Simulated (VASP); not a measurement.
# SnSe (Fm-3m) in VASP: single point with r2SCAN

Aim: the single point of SnSe with r2SCAN.

Everything below comes from runs of VASP 6.6.1. Logs are shortened: lines on timing, memory, paths and dates and some standing lists are left out, and cuts for length are marked.

## 1. The cell of the first run

The structure is cubic, space group Fm-3m (No. 225). The conventional cell has a = 5.946 Å, b = 5.946 Å, c = 5.946 Å, α = 90.00°, β = 90.00°, γ = 90.00°. Within 3.9 Å of Sn (site symmetry m-3m) lie 6 Se at 2.97 Å. Se (site symmetry m-3m) has 6 Sn at 2.97 Å within 3.9 Å.

## 2. Single point, r2SCAN

POSCAR

```
SnSe
1.0
    0.0000000000      2.9727557001      2.9727557001
    2.9727557001      0.0000000000      2.9727557001
    2.9727557001      2.9727557001      0.0000000000
Sn Se
1 1
Direct
    0.0000000000      0.0000000000      0.0000000000
    0.5000000000      0.5000000000      0.5000000000
```

INCAR.step1

```
PREC = Accurate
ENCUT = 550
ISMEAR = 0
SIGMA = 0.02
LREAL = F
LASPH = T
NELM = 120
NBANDS = 17
GGA = PE
ALGO = Normal
EDIFF = 1E-5
LWAVE = T
LCHARG = F
GGA_COMPAT = F
```

INCAR.step2

```
PREC = Accurate
ENCUT = 550
EDIFF = 1E-6
ISMEAR = 0
SIGMA = 0.02
LREAL = F
LASPH = T
NELM = 120
ALGO = Normal
ISIF = 2
LWAVE = F
LCHARG = F
METAGGA = R2SCAN
LMIXTAU = T
NBANDS = 17
ISTART = 1
GGA_COMPAT = F
```

KPOINTS

```
regular mesh
0
Gamma
  8 8 8
```

Potentials or basis: VASP PAW PBE potentials, release 64 (Sn_d, Se).

Run with:

```bash
cat potpaw_PBE.64/Sn_d/POTCAR potpaw_PBE.64/Se/POTCAR > POTCAR
cp INCAR.step1 INCAR
mpirun -np 1 vasp_std > vasp.out
cp INCAR.step2 INCAR
mpirun -np 1 vasp_std > vasp.out
```

OUTCAR:

```text
PREC = Accurate
   ENCUT = 550
   EDIFF = 1E-6
   ISMEAR = 0
   LREAL = F
   LASPH = T
   NELM = 120
   ISIF = 2
   METAGGA = R2SCAN
   ISTART = 1

 ion  position               nearest neighbor table
   1  0.000  0.000  0.000-   2 2.97   2 2.97   2 2.97   2 2.97   2 2.97   2 2.97
   2  0.500  0.500  0.500-   1 2.97   1 2.97   1 2.97   1 2.97   1 2.97   1 2.97

  LATTYP: Found a face centered cubic cell.
 ALAT       =     5.9455114002

  Lattice vectors:

 A1 = (   0.0000000000,   2.9727557001,   2.9727557001)
 A2 = (   2.9727557001,   0.0000000000,   2.9727557001)
 A3 = (   2.9727557001,   2.9727557001,   0.0000000000)

Analysis of symmetry for initial positions (statically):
=====================================================================
 Subroutine PRICEL returns:
 Original cell was already a primitive cell.

 Routine SETGRP: Setting up the symmetry group for a
 face centered cubic supercell.

 Subroutine GETGRP returns: Found 48 space group operations
 (whereof 48 operations were pure point group operations)
 out of a pool of 48 trial point group operations.

The static configuration has the point symmetry O_h .

Analysis of symmetry for dynamics (positions and initial velocities):
=====================================================================
 Subroutine PRICEL returns:
 Original cell was already a primitive cell.

 Routine SETGRP: Setting up the symmetry group for a
 face centered cubic supercell.

 Subroutine GETGRP returns: Found 48 space group operations
 (whereof 48 operations were pure point group operations)
 out of a pool of 48 trial point group operations.

The dynamic configuration has the point symmetry O_h .

 Subroutine INISYM returns: Found 48 space group operations
 (whereof 48 operations are pure point group operations),
 and found     1 'primitive' translations

----------------------------------------------------------------------------------------

                                     Primitive cell

  volume of cell :      52.5421

  direct lattice vectors                    reciprocal lattice vectors
     0.000000000  2.972755700  2.972755700    -0.168194110  0.168194110  0.168194110
[... 74 lines left out ...]
   NGX,Y,Z   is equivalent  to a cutoff of  12.65, 12.65, 12.65 a.u.
   NGXF,Y,Z  is equivalent  to a cutoff of  25.31, 25.31, 25.31 a.u.
 SYSTEM =  unknown system
   PREC   = accura    normal or accurate (medium, high low for compatibility)
   ISTART =      1    job   : 0-new  1-cont  2-samecut
   ICHARG =      0    charge: 1-file 2-atom 10-const
   ISPIN  =      1    spin polarized calculation?
   LNONCOLLINEAR =      F non collinear calculations
   LSORBIT =      F    spin-orbit coupling
   LASPH  =      T    aspherical Exc in radial PAW
   ENCUT  =  550.0 eV  40.42 Ry    6.36 a.u.   8.04  8.04  8.04*2*pi/ulx,y,z
   NELM   =    120;   NELMIN=  2; NELMDL=  0     # of ELM steps
   EDIFF  = 0.1E-05   stopping-criterion for ELM
   LREAL  =      F    real-space projection
   EDIFFG = 0.1E-04   stopping-criterion for IOM
   NSW    =      0    number of steps for IOM
   IBRION =     -1    ionic relax: 0-MD 1-quasi-New 2-CG
   NFREE  =      0    steps in history (QN), initial steepest desc. (CG)
   ISIF   =      2    stress and relaxation
   ISYM   =      2    0-nonsym 1-usesym 2-fastsym
   POTIM  = 0.5000    time-step for ionic-motion
   TEBEG  =    0.0;   TEEND  =   0.0 temperature during run
   PSTRESS=    0.0 pullay stress
   NELECT =      20.0000    total number of electrons
   NUPDOWN=      -1.0000    fix difference up-down
   EMIN   =  10.00;   EMAX   =-10.00  energy-range for DOS
   EFERMI =   0.00;   METHOD = LEGACY
   ISMEAR =     0;   SIGMA  =   0.02  broadening in eV -4-tet -1-fermi 0-gaus
   EFERMI_NEDOS =   21; number of points for ismear=-14 and -15
   IALGO  =     38    algorithm
   IMIX   =      4    mixing-type and parameters
     AMIX     =   0.40;   BMIX     =  1.00
     AMIX_MAG =   1.60;   BMIX_MAG =  1.00
  volume/ion in A,a.u.               =      26.27       177.29
  Fermi-wavevector in a.u.,A,eV,Ry     =   1.186449  2.242063 19.152382  1.407660
  Thomas-Fermi vector in A             =   2.322621
   LORBIT       =      0    0 simple, 1 ext, 2 COOP (PROOUT), +10 PAW based schemes
   METAGGA = R2SCAN    functional components
   LHFCALC =     F    Hartree Fock is set to
   AEXX    =    0.0000 exact exchange contribution
   IVDW    =     0    specifies the selected vdW correction
   LEPSILON=     F    determine dielectric tensor
   LRPA    =     F    only Hartree local field effects (RPA)
 non-spin polarized calculation
 Gauss-broadening in eV      SIGMA  =   0.02
  energy-cutoff  :      550.00
  volume of cell :       52.54
 maximum number of plane-waves:      1572
   NGX = 17   NGY = 17   NGZ = 17

 number of electron      20.0000006 magnetization

 Free energy of the ion-electron system (eV)
  ---------------------------------------------------
  ext. energy  EPLUGINS =         0.00000000
  ---------------------------------------------------
  free energy    TOTEN  =       -39.86737037 eV

  energy without entropy =      -39.86737037  energy(sigma->0) =      -39.86737037

 E-fermi :   6.2987     XC(G=0): -10.3750

 val. band max:        6.1147269783   @ k =   0.5000   0.0000   0.0000
 cond. band min:       6.7470442076   @ k =   0.5000   0.0000   0.0000
 fundamental gap:      0.6323172293
 Fermi energy:         6.2986735512

 k-point     1 :       0.0000    0.0000    0.0000
  band No.  band energies     occupation
      1     -16.4087      2.00000
      2     -16.4087      2.00000
      3     -16.4044      2.00000
      4     -16.4044      2.00000
      5     -16.4044      2.00000
      6      -8.8625      2.00000
[... 457 lines left out ...]
      4     -16.3942      2.00000
      5     -16.3879      2.00000
      6      -7.6283      2.00000
[... 9 lines left out ...]
     16      17.4124      0.00000
     17      17.4877      0.00000

 [... further k-points ...]
[... 5 lines left out ...]
  --------------------------------------------------------------------------------------
  -------------------------------------------------------------------------------------
  Total        0.6608983      0.6608983      0.6608983      0.0000000      0.0000000      0.0000000
  in kB       20.1529012     20.1529012     20.1529012      0.0000000      0.0000000      0.0000000
  external PRESSURE =      20.1529012 kB  Pullay stress =       0.0000000 kB

 VOLUME and BASIS-vectors are now :
 -----------------------------------------------------------------------------
  energy-cutoff  :      550.00
  volume of cell :       52.54
      direct lattice vectors                 reciprocal lattice vectors
     0.000000000  2.972755700  2.972755700    -0.168194110  0.168194110  0.168194110
     2.972755700  0.000000000  2.972755700     0.168194110 -0.168194110  0.168194110
     2.972755700  2.972755700  0.000000000     0.168194110  0.168194110 -0.168194110

 POSITION                                       TOTAL-FORCE (eV/Angst)
 -----------------------------------------------------------------------------------
      0.00000      0.00000      0.00000         0.000000      0.000000      0.000000
      2.97276      2.97276      2.97276        -0.000000     -0.000000     -0.000000
 -----------------------------------------------------------------------------------
    total drift:                                0.000000     -0.000000     -0.000000

  FREE ENERGIE OF THE ION-ELECTRON SYSTEM (eV)
  ---------------------------------------------------
  free  energy   TOTEN  =       -39.8673703738 eV

  energy  without entropy=      -39.8673703738  energy(sigma->0) =      -39.86737037
```

OUTCAR.step1:

```text
PREC = Accurate
   ENCUT = 550
   ISMEAR = 0
   LREAL = F
   LASPH = T
[... 700 lines left out ...]
 -----------------------------------------------------------------------------------
      0.00000      0.00000      0.00000        -0.000000     -0.000000     -0.000000
      2.97276      2.97276      2.97276         0.000000      0.000000      0.000000
 -----------------------------------------------------------------------------------
    total drift:                                0.000000     -0.000000     -0.000000

  FREE ENERGIE OF THE ION-ELECTRON SYSTEM (eV)
  ---------------------------------------------------
  free  energy   TOTEN  =        -8.1939943446 eV

  energy  without entropy=       -8.1939943446  energy(sigma->0) =       -8.19399434
```

Wall time 1.7 min (1 thread of Intel Xeon 8259CL, shared host); peak memory 0.2 GiB.

What came out:

* Free energy: -39.8674 eV
* Pressure: 2.0 GPa
* Band gap on the k mesh: 0.63 eV

Caveat: semilocal functionals underestimate gaps, and a narrow one can read as zero; the PAW data sets were made with another functional, which shifts forces and pressure a little; spin-orbit coupling is left out, which moves the levels of the heavy elements. A k mesh can miss the band edges.
